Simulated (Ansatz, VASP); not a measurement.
**Two plane-wave programs on Co**

```
CELL_PARAMETERS angstrom
2.42930 0.00000 0.00000
-1.21465 2.10383 0.00000
0.00000 0.00000 3.91837
ATOMIC_POSITIONS crystal
Co 0.33333 0.66667 0.25000
Co 0.66667 0.33333 0.75000
```

Alike in both runs: functional LDA; k mesh 21 × 21 × 12; occupations methfessel-paxton of order 1, width 0.1 eV; collinear spin.

Ansatz relaxed the structure, and its values are those at the end. VASP's run is a single point on that final structure, the one shown.

```csv
,VASP,Ansatz
version,VASP 6.6.1,Ansatz 0.2.0
potentials or method,"VASP PAW LDA potentials, release 64 (Co)","scalar-relativistic, plane waves, PAW"
plane-wave cutoff (eV),520,420
valence electrons in the cell,18,34
```

```csv
,VASP,Ansatz,Ansatz less VASP
gap on the k mesh at the Fermi level (eV),none,none,-
pressure (GPa),-1.1,0.0,+1.07
net moment per atom (μB),1.50,1.52,+0.020
size of the moment on the site where the two differ most (μB),1.49,1.57,+0.072
```

LDA's correlation is that of Perdew and Zunger in VASP and of Perdew and Wang (1992) in Ansatz. Site moments also hang on the region over which each program counts them. A gap of «none» marks a metal or a gap that the smearing closes. VASP's potentials hold 18 valence electrons a cell and Ansatz's 34, so a difference there can come from the potentials and not from the codes.
